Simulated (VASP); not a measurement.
Here is a VASP 6.6.1 calculation.

File INCAR:

```
PREC = Accurate
ENCUT = 520
EDIFF = 1E-7
ISMEAR = -1
SIGMA = 0.05
LREAL = False
LASPH = True
NELM = 80
ALGO = Normal
ISIF = 2
LWAVE = False
LCHARG = False
GGA = CA
NBANDS = 17
```

The input KPOINTS:

```
Automatic mesh
0
Gamma
  7 7 7
```

POSCAR

```
PbS
1.0
    3.6536590000      0.0000000000      0.0000000000
    0.0000000000      3.6536590000      0.0000000000
    0.0000000000      0.0000000000      3.6536590000
Pb S
1 1
Direct
    0.0000000000      0.0000000000      0.0000000000
    0.5000000000      0.5000000000      0.5000000000
```

Potentials or basis: VASP PAW LDA potentials, release 64 (Pb_d, S).

Command:

```sh
$ cat potpaw_LDA.64/Pb_d/POTCAR potpaw_LDA.64/S/POTCAR > POTCAR
$ mpirun -np 1 vasp_std > vasp.out
```

**Question.** Estimate the pressure.

**Answer.** -5.3 GPa.
